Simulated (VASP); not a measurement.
KBr, 2 atoms in the cell. The structure is orthorhombic, space group Imm2 (No. 44). Conventional cell: a = 4.656 Å, b = 6.585 Å, c = 4.656 Å, α = 90.00°, β = 90.00°, γ = 90.00°. Within 4.2 Å of K (site symmetry mm2) lie 6 Br at 3.21 to 3.38 Å. Within 4.2 Å of Br (site symmetry mm2) lie 6 K at 3.21 to 3.38 Å.  This cell differs from its parent crystal: all Br atoms moved +0.125 Å, as atom 2 towards its neighbour atom 2 (Br) at 4.656 Å.

| Property | Result |
| --- | --- |
| Program | VASP 6.6.1 |
| Task | single point |
| Functional | PBE |
| Potentials or basis | VASP PAW PBE potentials, release 64 (K_sv, Br) |
| Cutoff | 520 eV |
| k mesh | 6 × 6 × 6 |
| Occupations | gaussian, width 0.05 eV |
| Spin | no spin polarisation |
| Dipole correction | no |
| Further INCAR settings | ALGO = Normal; EDIFF = 1e-07; NBANDS = 15 |

Potentials or basis: VASP PAW PBE potentials, release 64 (K_sv, Br).

Command:

```bash
$ cat potpaw_PBE.64/K_sv/POTCAR potpaw_PBE.64/Br/POTCAR > POTCAR
$ mpirun -np 1 vasp_std > vasp.out
```

Hardware: 1 thread of Intel Xeon 8259CL, with other jobs on the host.

Problem. How long does it take, and how much memory?

Solution. It took 88 s on 1 thread of Intel Xeon 8259CL, on a shared host, peak memory 0.23 GiB. Counts: scf iterations 14, k points 46.
